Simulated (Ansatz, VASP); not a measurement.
Al: VASP beside Ansatz

The input INCAR:

```
ALGO     = Fast           # electronic algorithm
EDIFF    = 1E-7           # SCF threshold, eV
ENCUT    = 520            # plane-wave cutoff, eV
GGA      = CA             # functional
ISIF     = 2              # what is computed and relaxed
ISMEAR   = 0              # smearing method
LASPH    = True           # aspherical terms in the spheres
LCHARG   = True           # write CHGCAR
LELF     = True           # ELF
LREAL    = False          # projectors in reciprocal space
LVHAR    = True         
LWAVE    = False          # write WAVECAR
NBANDS   = 8              # bands
NELM     = 60             # most SCF steps
PREC     = Accurate       # precision mode
SIGMA    = 0.15           # smearing width, eV
```

The input KPOINTS:

```
k-points
0
Gamma
  22 22 22
```

The input POSCAR:

```
Al
1.0
   -1.3852855984      1.3852855984      2.1690801900
    1.3852855984     -1.3852855984      2.1690801900
    1.3852855984      1.3852855984     -2.1690801900
Al
1
Direct
    0.0000000000      0.0000000000      0.0000000000
```

Input for Ansatz:

```yaml
crystal:
  lattice:
    - [-1.3852855984, 1.3852855984, 2.16908019]
    - [1.3852855984, -1.3852855984, 2.16908019]
    - [1.3852855984, 1.3852855984, -2.16908019]
  atoms:
    - { symbol: Al, position: [0.0, 0.0, 0.0] }
basis:
  ecutwfc: 420
kpoints:
  mp_grid: { grid: [22, 22, 22] }
hamiltonian:
  xc: lda
scf:
  occupations: { method: gaussian, width: 0.15 }
output:
  forces: true
  stress: true
  eigenvalues: true
  write_density: true
  write_potential: true
  elf: true
  volumetric_format: npy
```

Alike in both runs: task single point; functional LDA; k mesh 22 × 22 × 22; occupations gaussian, width 0.15 eV; no spin polarisation.

|  | VASP | Ansatz |
| --- | --- | --- |
| version | VASP 6.6.1 | Ansatz 0.2.0 |
| potentials or method | VASP PAW LDA potentials, release 64 (Al), cutoff 520 eV | scalar-relativistic, plane waves, PAW |
| valence electrons in the cell | 3 | 3 |

```tsv
	VASP	Ansatz	Ansatz less VASP
gap on the k mesh at the Fermi level (eV)	none	none	-
pressure (GPa)	-3.1	-3.2	-0.05
traceless stress, the component that is largest in VASP (GPa)	-3.24	-3.22	+0.021
```

LDA's correlation is that of Perdew and Zunger in VASP and of Perdew and Wang (1992) in Ansatz. A gap of «none» marks a metal or a gap that the smearing closes.
